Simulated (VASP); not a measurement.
# NaCl (R-3m) in VASP: notebook

The runs below take NaCl through single point, with r2SCAN.

Everything below comes from runs of VASP 6.6.1. Logs are shortened: lines on timing, memory, paths and dates and some standing lists are left out, and cuts for length are marked.

**1. The cell of the first run**

The structure is trigonal, space group R-3m (No. 166). The conventional cell has a = 3.884 Å, b = 3.884 Å, c = 9.872 Å, α = 90.00°, β = 90.00°, γ = 120.00°. Na (site symmetry -3m) has 6 Cl at 2.78 Å within 3.7 Å. Cl (site symmetry -3m) has 6 Na at 2.78 Å within 3.7 Å.

**2. Single point, r2SCAN (epitaxial 111 strain -2.0%)**

File POSCAR:

```
NaCl
1.0
    0.0688129527      2.8154578016      2.8154578016
    2.8154578016      0.0688129527      2.8154578016
    2.8154578016      2.8154578016      0.0688129527
Na Cl
1 1
Direct
    0.0000000000      0.0000000000      0.0000000000
    0.5000000000      0.5000000000      0.5000000000
```

File INCAR.step1:

```
ALGO = Normal
EDIFF = 1E-4
ENCUT = 520
GGA = PE
ISMEAR = 0
LASPH = T
LCHARG = F
LREAL = F
LWAVE = T
NBANDS = 14
NELM = 80
PREC = Accurate
SIGMA = 0.01
```

File INCAR.step2:

```
ALGO = Normal
EDIFF = 1E-6
ENCUT = 520
ISIF = 2
ISMEAR = 0
ISTART = 1
LASPH = T
LCHARG = F
LMIXTAU = T
LREAL = F
LWAVE = F
METAGGA = R2SCAN
NBANDS = 14
NELM = 80
PREC = Accurate
SIGMA = 0.01
```

File KPOINTS:

```
k-points
0
Gamma
  8 8 8
```

Potentials or basis: VASP PAW PBE potentials, release 64 (Na_pv, Cl).

On the command line:

```sh
> cat potpaw_PBE.64/Na_pv/POTCAR potpaw_PBE.64/Cl/POTCAR > POTCAR
> cp INCAR.step1 INCAR
> mpirun -np 1 vasp_std > vasp.out
> cp INCAR.step2 INCAR
> mpirun -np 1 vasp_std > vasp.out
```

OUTCAR:

```text
EDIFF = 1E-6
   ENCUT = 520
   ISIF = 2
   ISMEAR = 0
   ISTART = 1
   LASPH = T
   LREAL = F
   METAGGA = R2SCAN
   NELM = 80
   PREC = Accurate

 ion  position               nearest neighbor table
   1  0.000  0.000  0.000-
   2  0.500  0.500  0.500-

  LATTYP: Found a trigonal (rhomboedric) cell.
 ALAT       =     3.9822531923
 COS(alpha) =     0.5242845283

  Lattice vectors:

 A1 = (   0.0688129527,   2.8154578016,   2.8154578016)
 A2 = (   2.8154578016,   0.0688129527,   2.8154578016)
 A3 = (   2.8154578016,   2.8154578016,   0.0688129527)

Analysis of symmetry for initial positions (statically):
=====================================================================
 Subroutine PRICEL returns:
 Original cell was already a primitive cell.

 Routine SETGRP: Setting up the symmetry group for a
 trigonal (rhombohedral) supercell.

 Subroutine GETGRP returns: Found 12 space group operations
 (whereof 12 operations were pure point group operations)
 out of a pool of 12 trial point group operations.

The static configuration has the point symmetry D_3d.

Analysis of symmetry for dynamics (positions and initial velocities):
=====================================================================
 Subroutine PRICEL returns:
 Original cell was already a primitive cell.

 Routine SETGRP: Setting up the symmetry group for a
 trigonal (rhombohedral) supercell.

 Subroutine GETGRP returns: Found 12 space group operations
 (whereof 12 operations were pure point group operations)
 out of a pool of 12 trial point group operations.

The dynamic configuration has the point symmetry D_3d.

 Subroutine INISYM returns: Found 12 space group operations
 (whereof 12 operations are pure point group operations),
 and found     1 'primitive' translations

----------------------------------------------------------------------------------------

                                     Primitive cell

  volume of cell :      42.9991

  direct lattice vectors                    reciprocal lattice vectors
     0.068812953  2.815457802  2.815457802    -0.184238057  0.179842505  0.179842505
     2.815457802  0.068812953  2.815457802     0.179842505 -0.184238057  0.179842505
     2.815457802  2.815457802  0.068812953     0.179842505  0.179842505 -0.184238057

  length of vectors
     3.982253192  3.982253192  3.982253192     0.314054636  0.314054636  0.314054636

  position of ions in fractional coordinates (direct lattice)
     0.000000000  0.000000000  0.000000000
     0.500000000  0.500000000  0.500000000

  ion indices of the primitive-cell ions
   primitive index   ion index
                 1           1
                 2           2

----------------------------------------------------------------------------------------

 KPOINTS: k-points

Automatic generation of k-mesh.
 Grid dimensions read from file:
 generate k-points for:    8    8    8

 Generating k-lattice:

  Cartesian coordinates                     Fractional coordinates (reciprocal lattice)
    -0.023029757  0.022480313  0.022480313     0.125000000 -0.000000000 -0.000000000
     0.022480313 -0.023029757  0.022480313    -0.000000000  0.125000000 -0.000000000
     0.022480313  0.022480313 -0.023029757    -0.000000000 -0.000000000  0.125000000

  Length of vectors
     0.039256830  0.039256830  0.039256830

  Shift w.r.t. Gamma in fractional coordinates (k-lattice)
     0.000000000  0.000000000  0.000000000

 Subroutine IBZKPT returns following result:
 ===========================================

 Found     65 irreducible k-points:

 Following reciprocal coordinates:
            Coordinates               Weight
  0.000000  0.000000  0.000000      1.000000
  0.125000 -0.000000 -0.000000      6.000000
  0.250000 -0.000000 -0.000000      6.000000
  0.375000  0.000000  0.000000      6.000000
  0.500000 -0.000000 -0.000000      3.000000
  0.125000  0.125000 -0.000000      6.000000
[... 16 lines left out ...]
  0.250000  0.125000  0.125000      6.000000
  0.375000  0.125000  0.125000      6.000000
 [... further k-points ...]
   k-points           NKPTS =     65   k-points in BZ     NKDIM =     65   number of bands    NBANDS=     14
   number of dos      NEDOS =    301   number of ions     NIONS =      2
   total plane-waves  NPLWV =  27000
   dimension x,y,z NGX =    30 NGY =   30 NGZ =   30
   dimension x,y,z NGXF=    60 NGYF=   60 NGZF=   60
   ions per type =               1   1
   NGX,Y,Z   is equivalent  to a cutoff of  12.52, 12.52, 12.52 a.u.
   NGXF,Y,Z  is equivalent  to a cutoff of  25.05, 25.05, 25.05 a.u.
 SYSTEM =  unknown system
   PREC   = accura    normal or accurate (medium, high low for compatibility)
   ISTART =      1    job   : 0-new  1-cont  2-samecut
   ICHARG =      0    charge: 1-file 2-atom 10-const
   ISPIN  =      1    spin polarized calculation?
   LNONCOLLINEAR =      F non collinear calculations
   LSORBIT =      F    spin-orbit coupling
   LASPH  =      T    aspherical Exc in radial PAW
   ENCUT  =  520.0 eV  38.22 Ry    6.18 a.u.   7.40  7.40  7.40*2*pi/ulx,y,z
   NELM   =     80;   NELMIN=  2; NELMDL=  0     # of ELM steps
   EDIFF  = 0.1E-05   stopping-criterion for ELM
   LREAL  =      F    real-space projection
   EDIFFG = 0.1E-04   stopping-criterion for IOM
   NSW    =      0    number of steps for IOM
   IBRION =     -1    ionic relax: 0-MD 1-quasi-New 2-CG
   NFREE  =      0    steps in history (QN), initial steepest desc. (CG)
   ISIF   =      2    stress and relaxation
   ISYM   =      2    0-nonsym 1-usesym 2-fastsym
   POTIM  = 0.5000    time-step for ionic-motion
   TEBEG  =    0.0;   TEEND  =   0.0 temperature during run
   PSTRESS=    0.0 pullay stress
   NELECT =      14.0000    total number of electrons
   NUPDOWN=      -1.0000    fix difference up-down
   EMIN   =  10.00;   EMAX   =-10.00  energy-range for DOS
   EFERMI =   0.00;   METHOD = LEGACY
   ISMEAR =     0;   SIGMA  =   0.01  broadening in eV -4-tet -1-fermi 0-gaus
   EFERMI_NEDOS =   21; number of points for ismear=-14 and -15
   IALGO  =     38    algorithm
   IMIX   =      4    mixing-type and parameters
     AMIX     =   0.40;   BMIX     =  1.00
     AMIX_MAG =   1.60;   BMIX_MAG =  1.00
  volume/ion in A,a.u.               =      21.50       145.09
  Fermi-wavevector in a.u.,A,eV,Ry     =   1.126240  2.128286 17.257868  1.268418
  Thomas-Fermi vector in A             =   2.262921
   LORBIT       =      0    0 simple, 1 ext, 2 COOP (PROOUT), +10 PAW based schemes
   METAGGA = R2SCAN    functional components
   LHFCALC =     F    Hartree Fock is set to
   AEXX    =    0.0000 exact exchange contribution
   IVDW    =     0    specifies the selected vdW correction
   LEPSILON=     F    determine dielectric tensor
   LRPA    =     F    only Hartree local field effects (RPA)
 non-spin polarized calculation
 Gauss-broadening in eV      SIGMA  =   0.01
  energy-cutoff  :      520.00
  volume of cell :       43.00
 maximum number of plane-waves:      1183
 NGX is ok and might be reduce to    30
   NGX = 15   NGY = 15   NGZ = 15

 number of electron      14.0000000 magnetization

 Free energy of the ion-electron system (eV)
  ---------------------------------------------------
  ext. energy  EPLUGINS =         0.00000000
  ---------------------------------------------------
  free energy    TOTEN  =       -13.78485516 eV

  energy without entropy =      -13.78485516  energy(sigma->0) =      -13.78485516

 E-fermi :  -0.7509     XC(G=0):  -8.8429

 val. band max:       -0.8584649171   @ k =   0.0000   0.0000   0.0000
 cond. band min:       5.1794973271   @ k =   0.0000   0.0000   0.0000
 fundamental gap:      6.0379622441
 Fermi energy:        -0.7509482565

 k-point     1 :       0.0000    0.0000    0.0000
  band No.  band energies     occupation
      1     -22.3644      2.00000
      2     -22.3644      2.00000
      3     -22.3602      2.00000
      4     -14.2343      2.00000
      5      -1.0129      2.00000
      6      -0.8585      2.00000
      7      -0.8585      2.00000
      8       5.1795      0.00000
      9      10.5511      0.00000
     10      11.0671      0.00000
     11      11.0671      0.00000
     12      13.1999      0.00000
     13      13.1999      0.00000
     14      14.8669      0.00000

 k-point     2 :       0.1250   -0.0000   -0.0000
  band No.  band energies     occupation
      1     -22.3695      2.00000
      2     -22.3649      2.00000
      3     -22.3607      2.00000
      4     -14.1789      2.00000
      5      -1.2681      2.00000
      6      -1.0363      2.00000
      7      -0.9105      2.00000
      8       5.6862      0.00000
      9      10.4132      0.00000
     10      10.8618      0.00000
     11      11.2898      0.00000
     12      12.9250      0.00000
     13      13.0191      0.00000
     14      15.9328      0.00000

 k-point     3 :       0.2500   -0.0000   -0.0000
  band No.  band energies     occupation
      1     -22.3820      2.00000
      2     -22.3659      2.00000
      3     -22.3614      2.00000
      4     -14.0412      2.00000
      5      -2.0459      2.00000
      6      -1.1479      2.00000
      7      -1.0318      2.00000
      8       6.6307      0.00000
      9       9.9672      0.00000
     10      11.0791      0.00000
     11      11.4314      0.00000
     12      13.0457      0.00000
     13      13.3723      0.00000
     14      16.1153      0.00000
[... 324 lines left out ...]
 k-point    23 :       0.2500    0.1250    0.1250
  band No.  band energies     occupation
      1     -22.3729      2.00000
      2     -22.3652      2.00000
      3     -22.3647      2.00000
      4     -14.1064      2.00000
      5      -1.7244      2.00000
      6      -1.1437      2.00000
      7      -0.9434      2.00000
      8       6.3737      0.00000
      9       9.7664      0.00000
     10      11.2655      0.00000
     11      11.6211      0.00000
     12      12.4537      0.00000
     13      13.4415      0.00000
     14      17.0769      0.00000

 k-point    24 :       0.3750    0.1250    0.1250
  band No.  band energies     occupation
      1     -22.3847      2.00000
      2     -22.3659      2.00000
      3     -22.3657      2.00000
      4     -13.9699      2.00000
      5      -2.2821      2.00000
      6      -1.4071      2.00000
      7      -1.0633      2.00000
      8       7.2473      0.00000
      9       9.7648      0.00000
     10      10.8111      0.00000
     11      11.6475      0.00000
     12      12.9946      0.00000
     13      14.5026      0.00000
     14      16.8551      0.00000

 [... further k-points ...]

------------------------ aborting loop because EDIFF is reached ----------------------------------------

  FORCE on cell =-STRESS in cart. coord.  units (eV):
  Direction    XX          YY          ZZ          XY          YZ          ZX
  --------------------------------------------------------------------------------------
  -------------------------------------------------------------------------------------
  Total        0.1405336      0.1405336      0.1405336     -0.1039425     -0.1039425     -0.1039425
  in kB        5.2363864      5.2363864      5.2363864     -3.8729723     -3.8729723     -3.8729723
  external PRESSURE =       5.2363864 kB  Pullay stress =       0.0000000 kB

 VOLUME and BASIS-vectors are now :
 -----------------------------------------------------------------------------
  energy-cutoff  :      520.00
  volume of cell :       43.00
      direct lattice vectors                 reciprocal lattice vectors
     0.068812953  2.815457802  2.815457802    -0.184238057  0.179842505  0.179842505
     2.815457802  0.068812953  2.815457802     0.179842505 -0.184238057  0.179842505
     2.815457802  2.815457802  0.068812953     0.179842505  0.179842505 -0.184238057

 POSITION                                       TOTAL-FORCE (eV/Angst)
 -----------------------------------------------------------------------------------
      0.00000      0.00000      0.00000        -0.000000      0.000000      0.000000
      2.84986      2.84986      2.84986         0.000000     -0.000000     -0.000000
 -----------------------------------------------------------------------------------
    total drift:                               -0.000000      0.000000      0.000000

  FREE ENERGIE OF THE ION-ELECTRON SYSTEM (eV)
  ---------------------------------------------------
  free  energy   TOTEN  =       -13.7848551598 eV

  energy  without entropy=      -13.7848551598  energy(sigma->0) =      -13.78485516
```

Wall time 68 s (1 thread of Intel Xeon 6975P-C (Granite Rapids), shared host); peak memory 0.18 GiB.

What came out:

```
Free energy            : -13.7849 eV
Pressure               : 0.5 GPa
Band gap on the k mesh : 6.04 eV, direct
```

Caveat: the cell differs from its parent crystal (epitaxial 111 strain -2.0%); the PAW data sets were made with another functional, which shifts forces and pressure a little.

(Part 1 of 2 ends here.)
